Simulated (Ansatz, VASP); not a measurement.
**Two plane-wave programs on GaN**

```xyz
2
Lattice="0.0000 2.3164 2.2152 2.3164 0.0000 2.2152 2.3164 2.3164 0.0000" Properties=species:S:1:pos:R:3 pbc="T T T"
Ga    0.0000    0.0000    0.0000
N     3.4746    3.4746    3.3228
```

Change from the starting cell: strain +0.030 along x and y, -0.015 along z, atoms carried along.

Alike in both runs: task single point; functional r2SCAN; k mesh 10 × 10 × 10; occupations gaussian, width 0.05 eV; no spin polarisation.

```csv
,VASP,Ansatz
version,VASP 6.6.1,Ansatz 0.2.0
potentials or method,"VASP PAW PBE potentials, release 64 (Ga_d, N), cutoff 520 eV","scalar-relativistic, plane waves, PAW"
valence electrons in the cell,18,18
```

```tsv
	VASP	Ansatz	Ansatz less VASP
gap on the k mesh at the Fermi level (eV)	1.74	1.74	+0.006
least direct gap on the mesh (eV)	1.74	1.74	+0.006
pressure (GPa)	-7.0	-8.0	-1.04
traceless stress, the component that is largest in VASP (GPa)	3.57	3.64	+0.071
```

VASP's potentials were made for PBE, not for r2SCAN. With one functional, cell and mesh, what is left measures potentials, basis and numerics.
